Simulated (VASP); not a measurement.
Wanted: the native input for a VASP 6.6.1 run.

- Task: single point
- Functional: r2SCAN
- Potentials or basis: VASP PAW PBE potentials, release 64 (Ti_sv, Al)
- Cutoff: 520 eV
- k mesh: 8 × 8 × 8
- Occupations: methfessel-paxton, width 0.1 eV
- Spin: no spin polarisation
- Dipole correction: no
- Further INCAR settings: ALGO = Normal; EDIFF = 1e-06; NBANDS = 14

The system is TiAl.

```
Ti Al
1.0
     3.17906    0.00000    0.00000
     0.00000    3.17906    0.00000
     0.00000    0.00000    3.17906
Ti Al
1 1
Direct
  0.00000 0.00000 0.00000
  0.50000 0.50000 0.50000
```

The input as run:

POSCAR

```
TiAl
1.0
    3.1790640000      0.0000000000      0.0000000000
    0.0000000000      3.1790640000      0.0000000000
    0.0000000000      0.0000000000      3.1790640000
Ti Al
1 1
Direct
    0.0000000000      0.0000000000      0.0000000000
    0.5000000000      0.5000000000      0.5000000000
```

INCAR.step1

```
SYSTEM = TiAl
ALGO     = Normal         ! electronic algorithm
EDIFF    = 1E-4           ! SCF threshold, eV
ENCUT    = 520            ! plane-wave cutoff, eV
GGA      = PE             ! functional
ISMEAR   = 1              ! smearing method
LASPH    = .TRUE.         ! aspherical terms in the spheres
LCHARG   = .FALSE.        ! write CHGCAR
LREAL    = .FALSE.        ! projectors in reciprocal space
LWAVE    = .TRUE.         ! write WAVECAR
NBANDS   = 14             ! bands
NELM     = 80             ! most SCF steps
PREC     = Accurate       ! precision mode
SIGMA    = 0.1            ! smearing width, eV
```

INCAR.step2

```
SYSTEM = TiAl
ALGO     = Normal         ! electronic algorithm
EDIFF    = 1E-6           ! SCF threshold, eV
ENCUT    = 520            ! plane-wave cutoff, eV
ISIF     = 2              ! what is computed and relaxed
ISMEAR   = 1              ! smearing method
ISTART   = 1            
LASPH    = .TRUE.         ! aspherical terms in the spheres
LCHARG   = .FALSE.        ! write CHGCAR
LMIXTAU  = .TRUE.       
LREAL    = .FALSE.        ! projectors in reciprocal space
LWAVE    = .FALSE.        ! write WAVECAR
METAGGA  = R2SCAN         ! meta-GGA
NBANDS   = 14             ! bands
NELM     = 80             ! most SCF steps
PREC     = Accurate       ! precision mode
SIGMA    = 0.1            ! smearing width, eV
```

KPOINTS

```
k-points
0
G
  8 8 8
  0 0 0
```

Potentials or basis: VASP PAW PBE potentials, release 64 (Ti_sv, Al).

Run with:

```bash
$ cat potpaw_PBE.64/Ti_sv/POTCAR potpaw_PBE.64/Al/POTCAR > POTCAR
$ cp INCAR.step1 INCAR
$ mpirun -np 1 vasp_std > vasp.out
$ cp INCAR.step2 INCAR
$ mpirun -np 1 vasp_std > vasp.out
```

It gave:

* Pressure: -0.7 GPa

Caveat: the PAW data sets were made with another functional, which shifts forces and pressure a little.

It took 34 s on 1 thread of Intel(R) Xeon(R) Platinum 8375C CPU @ 2.90GHz (Ice Lake), with other jobs on the host, peak memory 0.15 GiB.
